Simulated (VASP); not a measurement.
# HRh6 in VASP: further runs

HRh6 is run at these levels: PBE; tasks: single point.

All numbers are computed with VASP 6.6.1; they aren't measurements. Logs are shortened: lines on timing, memory, paths and dates and some standing lists are left out, and cuts for length are marked.

### Step 1. The cell of the first run

The cell holds a slab with vacuum, 14 atoms: a = 5.417 Å, b = 5.417 Å, c = 22.297 Å, α = 90.00°, β = 90.00°, γ = 120.00°.

### Step 2. Single point, PBE

Contents of INCAR:

```
PREC = Accurate
ENCUT = 520
EDIFF = 1E-7
ISMEAR = 0
SIGMA = 0.1
LREAL = False
LASPH = True
NELM = 80
ALGO = Fast
ISIF = 2
LWAVE = False
LCHARG = False
LDIPOL = True
IDIPOL = 3
DIPOL = 0.5 0.5 0.306
GGA = PE
NBANDS = 104
```

Contents of KPOINTS:

```
regular mesh
0
Gamma
  6 6 1
```

Contents of POSCAR:

```
HRh6
1.0
    5.4165863251      0.0000000000      0.0000000000
   -2.7082931626      4.6909013593      0.0000000000
    0.0000000000      0.0000000000     22.2966119230
Rh H
12 2
Direct
    0.3333333333      0.1666666667      0.1793994538
    0.3333333333      0.6666666667      0.1793994538
    0.8333333333      0.1666666667      0.1793994538
    0.8333333333      0.6666666667      0.1793994538
    0.1666666667      0.3333333333      0.2757769167
    0.1666666667      0.8333333333      0.2757769167
    0.6666666667      0.3333333333      0.2757769167
    0.6666666667      0.8333333333      0.2757769167
    0.0000000000      0.0000000000      0.3721019118
    0.0000000000      0.5000000000      0.3721019118
    0.5000000000      0.0000000000      0.3721019118
    0.5000000000      0.5000000000      0.3721019118
    0.2010222061      0.4020444122      0.4887115567
    0.2989777939      0.5979555878      0.4887115567
```

Potentials or basis: VASP PAW PBE potentials, release 64 (Rh_pv, H).

Launch:

```sh
$ cat potpaw_PBE.64/Rh_pv/POTCAR potpaw_PBE.64/H/POTCAR > POTCAR
$ mpirun -np 1 vasp_std > vasp.out
```

OUTCAR:

```text
PREC = Accurate
   ENCUT = 520
   EDIFF = 1E-7
   ISMEAR = 0
   LREAL = False
   LASPH = True
   NELM = 80
   ISIF = 2
   GGA = PE

 ion  position               nearest neighbor table
   1  0.333  0.167  0.179-   5 2.66   7 2.66   6 2.66   4 2.71   4 2.71   3 2.71   3 2.71   2 2.71
                             2 2.71
   2  0.333  0.667  0.179-   6 2.66   8 2.66   5 2.66   3 2.71   3 2.71   4 2.71   4 2.71   1 2.71
                             1 2.71
   3  0.833  0.167  0.179-   7 2.66   5 2.66   8 2.66   2 2.71   2 2.71   1 2.71   1 2.71   4 2.71
                             4 2.71
   4  0.833  0.667  0.179-   8 2.66   6 2.66   7 2.66   1 2.71   1 2.71   2 2.71   2 2.71   3 2.71
                             3 2.71
   5  0.167  0.333  0.276-  12 2.66   9 2.66  10 2.66   1 2.66   3 2.66   2 2.66   8 2.71   8 2.71
                             7 2.71   7 2.71   6 2.71   6 2.71
   6  0.167  0.833  0.276-  11 2.66  10 2.66   9 2.66   2 2.66   4 2.66   1 2.66   7 2.71   7 2.71
                             8 2.71   8 2.71   5 2.71   5 2.71
   7  0.667  0.333  0.276-  10 2.66  11 2.66  12 2.66   3 2.66   1 2.66   4 2.66   6 2.71   6 2.71
                             5 2.71   5 2.71   8 2.71   8 2.71
   8  0.667  0.833  0.276-   9 2.66  12 2.66  11 2.66   4 2.66   2 2.66   3 2.66   5 2.71   5 2.71
                             6 2.71   6 2.71   7 2.71   7 2.71
   9  0.000  0.000  0.372-   8 2.66   5 2.66   6 2.66  12 2.71  12 2.71  11 2.71  11 2.71  10 2.71
                            10 2.71
  10  0.000  0.500  0.372-   7 2.66   6 2.66   5 2.66  11 2.71  11 2.71  12 2.71  12 2.71   9 2.71
                             9 2.71
  11  0.500  0.000  0.372-   6 2.66   7 2.66   8 2.66  10 2.71  10 2.71   9 2.71   9 2.71  12 2.71
                            12 2.71
  12  0.500  0.500  0.372-   5 2.66   8 2.66   7 2.66   9 2.71   9 2.71  10 2.71  10 2.71  11 2.71
                            11 2.71
  13  0.201  0.402  0.489-
  14  0.299  0.598  0.489-

  LATTYP: Found a hexagonal cell.
 ALAT       =     5.4165863251
 C/A-ratio  =     4.1163586408

  Lattice vectors:

 A1 = (   5.4165863251,   0.0000000000,   0.0000000000)
 A2 = (  -2.7082931626,   4.6909013593,   0.0000000000)
 A3 = (   0.0000000000,   0.0000000000,  22.2966119230)

Analysis of symmetry for initial positions (statically):
=====================================================================
 Subroutine PRICEL returns:
 Original cell was already a primitive cell.

 Routine SETGRP: Setting up the symmetry group for a
 hexagonal supercell.

 Subroutine GETGRP returns: Found  2 space group operations
 (whereof  2 operations were pure point group operations)
 out of a pool of 24 trial point group operations.

The static configuration has the point symmetry C_1h.

Analysis of symmetry for dynamics (positions and initial velocities):
=====================================================================
 Subroutine PRICEL returns:
 Original cell was already a primitive cell.

 Routine SETGRP: Setting up the symmetry group for a
 hexagonal supercell.

 Subroutine GETGRP returns: Found  2 space group operations
 (whereof  2 operations were pure point group operations)
 out of a pool of 24 trial point group operations.

The dynamic configuration has the point symmetry C_1h.

 Subroutine INISYM returns: Found  2 space group operations
 (whereof  2 operations are pure point group operations),
 and found     1 'primitive' translations

----------------------------------------------------------------------------------------

                                     Primitive cell

  volume of cell :     566.5273

  direct lattice vectors                    reciprocal lattice vectors
     5.416586325  0.000000000  0.000000000     0.184618123  0.106589323  0.000000000
    -2.708293163  4.690901359  0.000000000     0.000000000  0.213178646  0.000000000
     0.000000000  0.000000000 22.296611923     0.000000000  0.000000000  0.044849863

  length of vectors
     5.416586325  5.416586325 22.296611923     0.213178646  0.213178646  0.044849863

  position of ions in fractional coordinates (direct lattice)
     0.333333333  0.166666667  0.179399454
[... 54 lines left out ...]

 Found     13 irreducible k-points:

 Following reciprocal coordinates:
            Coordinates               Weight
  0.000000  0.000000  0.000000      1.000000
  0.166667 -0.000000  0.000000      4.000000
  0.000000  0.166667  0.000000      2.000000
  0.333333 -0.000000  0.000000      4.000000
  0.000000  0.333333  0.000000      2.000000
  0.500000  0.000000  0.000000      2.000000
  0.000000  0.500000  0.000000      1.000000
  0.166667  0.166667  0.000000      4.000000
 -0.333333  0.166667  0.000000      2.000000
  0.333333  0.166667  0.000000      4.000000
 -0.166667  0.500000  0.000000      4.000000
  0.500000  0.333333  0.000000      4.000000
  0.333333  0.333333  0.000000      2.000000
[... 22 lines left out ...]
   IBRION =     -1    ionic relax: 0-MD 1-quasi-New 2-CG
   NFREE  =      0    steps in history (QN), initial steepest desc. (CG)
   ISIF   =      2    stress and relaxation
   ISYM   =      2    0-nonsym 1-usesym 2-fastsym
   POTIM  = 0.5000    time-step for ionic-motion
   TEBEG  =    0.0;   TEEND  =   0.0 temperature during run
   PSTRESS=    0.0 pullay stress
   NELECT =     182.0000    total number of electrons
   NUPDOWN=      -1.0000    fix difference up-down
   EMIN   =  10.00;   EMAX   =-10.00  energy-range for DOS
   EFERMI =   0.00;   METHOD = LEGACY
   ISMEAR =     0;   SIGMA  =   0.10  broadening in eV -4-tet -1-fermi 0-gaus
   EFERMI_NEDOS =   21; number of points for ismear=-14 and -15
   IALGO  =     68    algorithm
   IMIX   =      4    mixing-type and parameters
     AMIX     =   0.40;   BMIX     =  1.00
     AMIX_MAG =   1.60;   BMIX_MAG =  1.00
  volume/ion in A,a.u.               =      40.47       273.08
  Fermi-wavevector in a.u.,A,eV,Ry     =   1.121222  2.118803 17.104417  1.257139
  Thomas-Fermi vector in A             =   2.257874
   LORBIT       =      0    0 simple, 1 ext, 2 COOP (PROOUT), +10 PAW based schemes
   GGA     = PE    functional components
   LHFCALC =     F    Hartree Fock is set to
   AEXX    =    0.0000 exact exchange contribution
   IVDW    =     0    specifies the selected vdW correction
   LEPSILON=     F    determine dielectric tensor
   LRPA    =     F    only Hartree local field effects (RPA)
 non-spin polarized calculation
 RMM-DIIS sequential band-by-band and
 Gauss-broadening in eV      SIGMA  =   0.10
  energy-cutoff  :      520.00
  volume of cell :      566.53
 maximum number of plane-waves:     15300
   NGX = 21   NGY = 21   NGZ = 83

 number of electron     182.0000012 magnetization

 dipolmoment           0.000000      0.000000     -0.051380 electrons x Angstroem

 Free energy of the ion-electron system (eV)
  ---------------------------------------------------
  ext. energy  EPLUGINS =         0.00000000
  ---------------------------------------------------
  free energy    TOTEN  =       -87.11959771 eV

  energy without entropy =      -87.01675250  energy(sigma->0) =      -87.06817510

 E-fermi :   0.0849     XC(G=0):  -5.1489

 val. band max:        0.0764150381   @ k =   0.3333   0.3333   0.0000
 cond. band min:       0.1072662527   @ k =  -0.1667   0.5000   0.0000
 fundamental gap:      0.0308512146
 Fermi energy:         0.0848549423

 k-point     1 :       0.0000    0.0000    0.0000
  band No.  band energies     occupation
      1     -47.0193      2.00000
      2     -47.0164      2.00000
      3     -47.0105      2.00000
      4     -46.9275      2.00000
      5     -46.8478      2.00000
      6     -46.8281      2.00000
[... 1367 lines left out ...]
    102       0.7595      0.00000
    103       0.8967      0.00000
 [bands above 103 left out]

------------------------ aborting loop because EDIFF is reached ----------------------------------------

 vacuum level on the upper side and lower side of the slab       (xc-potential included)        -0.187         0.171

  FORCE on cell =-STRESS in cart. coord.  units (eV):
  Direction    XX          YY          ZZ          XY          YZ          ZX
  --------------------------------------------------------------------------------------
  -------------------------------------------------------------------------------------
  Total       -6.6355749     -9.4691281      0.3786489      0.0000000     -0.0527426      0.0000000
  in kB      -18.7658524    -26.7793314      1.0708446      0.0000000     -0.1491595      0.0000000
  external PRESSURE =     -14.8247797 kB  Pullay stress =       0.0000000 kB

 VOLUME and BASIS-vectors are now :
 -----------------------------------------------------------------------------
  energy-cutoff  :      520.00
  volume of cell :      566.53
      direct lattice vectors                 reciprocal lattice vectors
     5.416586325  0.000000000  0.000000000     0.184618123  0.106589323  0.000000000
    -2.708293163  4.690901359  0.000000000     0.000000000  0.213178646  0.000000000
     0.000000000  0.000000000 22.296611923     0.000000000  0.000000000  0.044849863

 POSITION                                       TOTAL-FORCE (eV/Angst)
 -----------------------------------------------------------------------------------
      1.35415      0.78182      4.00000         0.033442      0.018320     -0.008723
     -0.00000      3.12727      4.00000         0.000000     -0.007669      0.000448
      4.06244      0.78182      4.00000        -0.033442      0.018320     -0.008723
      2.70829      3.12727      4.00000         0.000000     -0.024567      0.004390
      0.00000      1.56363      6.14889         0.000000     -0.035203     -0.084604
     -1.35415      3.90908      6.14889        -0.004789      0.021901     -0.019546
      2.70829      1.56363      6.14889        -0.000000      0.000737      0.034851
      1.35415      3.90908      6.14889         0.004789      0.021901     -0.019546
      0.00000      0.00000      8.29661         0.000000     -0.057672     -0.049940
     -1.35415      2.34545      8.29661        -0.024206      0.016487      0.036204
      2.70829      0.00000      8.29661        -0.000000      0.016234     -0.015567
      1.35415      2.34545      8.29661         0.024206      0.016487      0.036204
     -0.00000      1.88595     10.89661        -0.000000      3.253869      0.048656
     -0.00000      2.80495     10.89661         0.000000     -3.259145      0.045897
 -----------------------------------------------------------------------------------
    total drift:                                0.000000     -0.000012      0.001311

  FREE ENERGIE OF THE ION-ELECTRON SYSTEM (eV)
  ---------------------------------------------------
  free  energy   TOTEN  =       -87.1195977055 eV

  energy  without entropy=      -87.0167524970  energy(sigma->0) =      -87.06817510

 vacuum level on the upper side and lower side of the slab         4.785         5.147
```

It took 72 min on 1 thread of Oxide Virtual Turin-like, shared host; peak memory 0.86 GiB.

What came out:

```yaml
Free_energy: -87.1196 eV
Largest_force: 3.259 eV/Å
Band_gap_on_the_k_mesh: zero (bands 91 and 92 overlap by 0.76 eV)
```

Forces on the atoms (eV/Å):
```
Rh   0.033  0.018 -0.009
Rh   0.000 -0.008  0.000
Rh  -0.033  0.018 -0.009
Rh   0.000 -0.025  0.004
Rh   0.000 -0.035 -0.085
Rh  -0.005  0.022 -0.020
Rh   0.000  0.001  0.035
Rh   0.005  0.022 -0.020
Rh   0.000 -0.058 -0.050
Rh  -0.024  0.016  0.036
Rh   0.000  0.016 -0.016
Rh   0.024  0.016  0.036
H    0.000  3.254  0.049
H    0.000 -3.259  0.046
```

### Step 3. Single point, PBE

Contents of INCAR:

```
PREC = Accurate
ENCUT = 520
EDIFF = 1E-7
ISMEAR = 0
SIGMA = 0.1
LREAL = F
LASPH = T
NELM = 60
ALGO = Fast
ISIF = 2
LWAVE = F
LCHARG = F
LDIPOL = T
IDIPOL = 3
DIPOL = 0.5 0.5 0.292
GGA = PE
NBANDS = 104
```

Contents of KPOINTS:

```
Automatic mesh
0
Gamma
  6 6 1
```

POSCAR, as its differences from that of step 2:

```diff
@@ -20,3 +20,3 @@
     0.5000000000      0.5000000000      0.3721019118
-    0.2010222061      0.4020444122      0.4887115567
-    0.2989777939      0.5979555878      0.4887115567
+    0.2100290039      0.4200580078      0.3922843503
+    0.2899709961      0.5799419922      0.3922843503
```

Potentials or basis: VASP PAW PBE potentials, release 64 (Rh_pv, H).

Launch:

```sh
$ cat potpaw_PBE.64/Rh_pv/POTCAR potpaw_PBE.64/H/POTCAR > POTCAR
$ mpirun -np 1 vasp_std > vasp.out
```

Run time: 53 min. Hardware: 1 thread of Oxide Virtual Turin-like, shared host; peak memory 0.88 GiB.

It converged, with:

- Free energy: -84.2839 eV
- Largest force: 8.355 eV/Å
- Band gap on the k mesh: zero (bands 91 and 92 overlap by 0.84 eV)

Forces on the atoms (eV/Å):
```
Rh  -0.071 -0.029 -0.034
Rh   0.000 -0.007 -0.016
Rh   0.071 -0.029 -0.034
Rh   0.000  0.032  0.030
Rh   0.000 -0.164 -0.787
Rh  -0.025  0.087 -0.301
Rh   0.000 -0.147 -0.478
Rh   0.025  0.087 -0.301
Rh   0.000 -0.680 -0.004
Rh  -8.124  0.040 -1.952
Rh   0.000  0.708 -0.083
Rh   8.124  0.040 -1.952
H    0.000 -7.675  2.973
H    0.000  7.738  2.937
```

Levels at points of the mesh, in eV from the Fermi level:
| k point | band 89 | band 90 | band 91 | band 92 | band 93 | band 94 | band 95 | band 96 |
| --- | --- | --- | --- | --- | --- | --- | --- | --- |
| (0.00, 0.00, 0.00) | 0.35 | 0.37 | 0.46 | 0.50 | 0.51 | 0.61 | 0.63 | 0.73 |
| (0.50, 0.00, 0.00) | -0.50 | -0.45 | -0.40 | -0.37 | -0.20 | -0.08 | 0.19 | 0.24 |
| (0.00, 0.50, 0.00) | -0.63 | -0.53 | -0.43 | -0.35 | -0.21 | -0.08 | 0.06 | 0.27 |

### Step 4. Single point, PBE

Contents of INCAR:

```
SYSTEM = HRh6
PREC = Accurate ; ENCUT = 520
EDIFF = 1E-7 ; ISMEAR = 0
SIGMA = 0.1 ; LREAL = .FALSE.
LASPH = .TRUE. ; NELM = 60
ALGO = Fast ; ISIF = 2
LWAVE = .FALSE. ; LCHARG = .TRUE.
LDIPOL = .TRUE. ; IDIPOL = 3
DIPOL = 0.5 0.5 0.301 ; GGA = PE
LELF = .TRUE. ; LVHAR = .TRUE.
LVACPOTAV = .TRUE. ; NBANDS = 104
```

Contents of KPOINTS:

```
Automatic mesh
0
G
  6 6 1
  0 0 0
```

POSCAR, as its differences from that of step 3:

```diff
@@ -20,3 +20,3 @@
     0.5000000000      0.5000000000      0.3721019118
-    0.2100290039      0.4200580078      0.3922843503
-    0.2899709961      0.5799419922      0.3922843503
+    0.1703244811      0.3406489622      0.4496921755
+    0.3296755189      0.6593510378      0.4496921755
```

Launch:

```sh
$ cat potpaw_PBE.64/Rh_pv/POTCAR potpaw_PBE.64/H/POTCAR > POTCAR
$ mpirun -np 1 vasp_std > vasp.out
```

Run time: 28 min. Hardware: 1 thread of Oxide Virtual Turin-like, shared host; peak memory 0.85 GiB.

Results (log left out):

```yaml
Free_energy: -86.4493 eV
Largest_force: 1.598 eV/Å
Band_gap_on_the_k_mesh: zero (bands 91 and 92 overlap by 0.82 eV)
```

Forces on the atoms (eV/Å):
```
Rh  -0.006  0.034 -0.078
Rh   0.000 -0.060 -0.112
Rh   0.006  0.034 -0.078
Rh   0.000  0.034 -0.077
Rh   0.000 -0.112 -0.159
Rh  -0.098  0.007  0.019
Rh   0.000  0.081  0.548
Rh   0.098  0.007  0.019
Rh   0.000  0.242  0.465
Rh   0.317 -0.015  0.969
Rh   0.000 -0.181  0.390
Rh  -0.317 -0.015  0.969
H    0.000  0.599 -1.419
H    0.000 -0.654 -1.458
```

Levels at points of the mesh, in eV from the Fermi level:
```csv
k point,band 90,band 91,band 92,band 93,band 94,band 95
"(0.00, 0.00, 0.00)",0.39,0.44,0.51,0.51,0.51,0.89
"(0.50, 0.00, 0.00)",-0.58,-0.39,-0.37,-0.35,-0.20,0.18
"(0.00, 0.50, 0.00)",-0.44,-0.39,-0.37,-0.34,-0.31,0.21
```

### Step 5. Single point, PBE

Contents of INCAR:

```
SYSTEM = HRh6
  PREC = Accurate
  ENCUT = 520
  EDIFF = 1E-6
  ISMEAR = 0
  SIGMA = 0.1
  LREAL = .FALSE.
  LASPH = .TRUE.
  NELM = 100
  ALGO = Fast
  ISIF = 2
  LWAVE = .FALSE.
  LCHARG = .FALSE.
  LDIPOL = .TRUE.
  IDIPOL = 3
  DIPOL = 0.5 0.5 0.299
  GGA = PE
  NBANDS = 104
```

KPOINTS is that of step 4.

POSCAR, as its differences from that of step 4:

```diff
@@ -20,3 +20,3 @@
     0.5000000000      0.5000000000      0.3721019118
-    0.1703244811      0.3406489622      0.4496921755
-    0.3296755189      0.6593510378      0.4496921755
+    0.1087691471      0.2175382941      0.4353402192
+    0.3912308529      0.7824617059      0.4353402192
```

Launch:

```sh
$ cat potpaw_PBE.64/Rh_pv/POTCAR potpaw_PBE.64/H/POTCAR > POTCAR
$ mpirun -np 1 vasp_std > vasp.out
```

It took 66 min on 1 thread of Oxide Virtual Turin-like, shared host; peak memory 0.86 GiB.

It converged, with:

```
Free energy            : -87.7734 eV
Largest force          : 1.075 eV/Å
Band gap on the k mesh : zero (bands 91 and 92 overlap by 0.88 eV)
```

Forces in eV/Å, atoms in the order of the input:
```
Rh  -0.034 -0.022 -0.020
Rh   0.000 -0.097 -0.219
Rh   0.034 -0.022 -0.020
Rh   0.000  0.218 -0.228
Rh   0.000 -0.091 -0.112
Rh  -0.021 -0.008  0.025
Rh   0.000  0.082  0.178
Rh   0.021 -0.008  0.025
Rh   0.000  0.489  0.958
Rh  -0.061  0.014  0.299
Rh   0.000 -0.484  0.773
Rh   0.061  0.014  0.299
H    0.000 -0.313 -0.991
H    0.000  0.229 -0.968
```

Levels at points of the mesh, in eV from the Fermi level:
| k point | band 88 | band 89 | band 90 | band 91 | band 92 | band 93 | band 94 | band 95 | band 96 | band 97 |
| --- | --- | --- | --- | --- | --- | --- | --- | --- | --- | --- |
| (0.00, 0.00, 0.00) | 0.27 | 0.37 | 0.40 | 0.51 | 0.52 | 0.54 | 0.66 | 0.86 | 0.89 | 0.90 |
| (0.50, 0.00, 0.00) | -0.83 | -0.75 | -0.60 | -0.41 | -0.36 | -0.34 | -0.19 | 0.19 | 0.25 | 0.45 |
| (0.00, 0.50, 0.00) | -0.81 | -0.66 | -0.49 | -0.41 | -0.36 | -0.35 | -0.23 | 0.14 | 0.25 | 0.46 |

### Step 6. Single point, PBE

Contents of INCAR:

```
  PREC = Accurate
  ENCUT = 520
  EDIFF = 1E-7
  ISMEAR = 0
  SIGMA = 0.1
  LREAL = False
  LASPH = True
  NELM = 80
  ALGO = Fast
  ISIF = 2
  LWAVE = False
  LCHARG = True
  LDIPOL = True
  IDIPOL = 3
  DIPOL = 0.5 0.5 0.292
  GGA = PE
  LELF = True
  LVHAR = True
  LVACPOTAV = True
  NBANDS = 104
```

Contents of KPOINTS:

```
Automatic mesh
0
Gamma
  6 6 1
```

POSCAR, as its differences from that of step 5:

```diff
@@ -20,3 +20,3 @@
     0.5000000000      0.5000000000      0.3721019118
-    0.1087691471      0.2175382941      0.4353402192
-    0.3912308529      0.7824617059      0.4353402192
+    0.2153584700      0.4307169401      0.3922843503
+    0.2846415300      0.5692830599      0.3922843503
```

Potentials or basis: VASP PAW PBE potentials, release 64 (Rh_pv, H).

Launch:

```sh
$ cat potpaw_PBE.64/Rh_pv/POTCAR potpaw_PBE.64/H/POTCAR > POTCAR
$ mpirun -np 1 vasp_std > vasp.out
```

Run time: 71 min. Hardware: 1 thread of Oxide Virtual Turin-like, shared host; peak memory 0.87 GiB.

The run converged. Its results:

- Free energy: -83.3303 eV
- Largest force: 12.293 eV/Å
- Band gap on the k mesh: zero (bands 91 and 92 overlap by 0.83 eV)

Forces on the atoms (eV/Å):
```
Rh   -0.074  -0.031  -0.039
Rh    0.000  -0.007  -0.018
Rh    0.074  -0.031  -0.039
Rh    0.000   0.029   0.029
Rh    0.000  -0.168  -0.777
Rh   -0.023   0.090  -0.290
Rh    0.000  -0.157  -0.481
Rh    0.023   0.090  -0.290
Rh    0.000  -0.668  -0.020
Rh   -8.750   0.050  -2.151
Rh    0.000   0.702  -0.093
Rh    8.750   0.050  -2.151
H     0.000 -11.833   3.177
H     0.000  11.884   3.144
```

Levels at points of the mesh, in eV from the Fermi level:
```
           k point  band 88  band 89  band 90  band 91  band 92  band 93  band 94  band 95  band 96  band 97
(0.00, 0.00, 0.00)     0.23     0.35     0.37     0.46     0.50     0.51     0.61     0.63     0.74     0.79
(0.50, 0.00, 0.00)    -0.84    -0.50    -0.45    -0.40    -0.37    -0.20    -0.08     0.19     0.24     0.41
(0.00, 0.50, 0.00)    -0.85    -0.64    -0.53    -0.43    -0.34    -0.21    -0.08     0.05     0.27     0.34
```

### Step 7. Summary

| cell | gap on the mesh (eV) | largest force (eV/Å) |
| --- | --- | --- |
| as given, atomic positions A | none | 3.26 |
| as given, atomic positions B | none | 8.35 |
| as given, atomic positions C | none | 1.60 |
| as given, atomic positions D | none | 1.08 |
| as given, atomic positions E | none | 12.29 |

Alike in all rows: task single point; level PBE; potentials or basis VASP PAW PBE potentials, release 64 (Rh_pv, H); no spin polarisation; k mesh 6 × 6 × 1; cutoff (eV) 520; smearing gaussian 0.1 eV.

Total energies depend on the potentials used, so only differences within one code and one set of settings carry meaning.

The gap in the log of VASP goes by the Fermi energy; the results here count the filled bands.